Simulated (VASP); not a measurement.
Set up this calculation in VASP 6.6.1, as the native input.

* Task: single point
* Functional: PBE
* Potentials or basis: VASP PAW PBE potentials, release 64 (Hg, Te)
* Cutoff: 520 eV
* k mesh: 12 × 12 × 12
* Occupations: gaussian, width 0.1 eV
* Spin: no spin polarisation
* Dipole correction: no
* Further INCAR settings: ALGO = Normal; EDIFF = 1e-06; NBANDS = 16

The structure of HgTe lies in POSCAR:

```
HgTe
1.0
    0.0000000000      3.2585028744      3.2585028744
    3.2585028744      0.0000000000      3.2585028744
    3.2585028744      3.2585028744      0.0000000000
Hg Te
1 1
Direct
    0.0000000000      0.0000000000      0.0000000000
    0.2500000000      0.2500000000      0.2500000000
```

This cell differs from its parent crystal: volume scaled by 0.94.

These files were run (other wordings do the same):

INCAR

```
PREC     = Accurate       # precision mode
ENCUT    = 520            # plane-wave cutoff, eV
EDIFF    = 1E-6           # SCF threshold, eV
ISMEAR   = 0              # smearing method
SIGMA    = 0.1            # smearing width, eV
LREAL    = F              # projectors in reciprocal space
LASPH    = T              # aspherical terms in the spheres
NELM     = 60             # most SCF steps
ALGO     = Normal         # electronic algorithm
ISIF     = 2              # what is computed and relaxed
LWAVE    = F              # write WAVECAR
LCHARG   = F              # write CHGCAR
GGA      = PE             # functional
NBANDS   = 16             # bands
```

KPOINTS

```
Automatic mesh
0
Gamma
  12 12 12
```

Potentials or basis: VASP PAW PBE potentials, release 64 (Hg, Te).

Launch:

```console
$ cat potpaw_PBE.64/Hg/POTCAR potpaw_PBE.64/Te/POTCAR > POTCAR
$ mpirun -np 1 vasp_std > vasp.out
```

Results of the run:

The pressure is 2.5 GPa. The band gap on the k mesh is zero (filled and empty bands touch).

Caveat: spin-orbit coupling is left out, which moves the levels of the heavy elements.

Run time: 54 s on 1 thread of Intel(R) Xeon(R) Platinum 8259CL CPU @ 2.50GHz (Skylake/Cascade Lake), with other jobs on the host, peak memory 0.25 GiB.
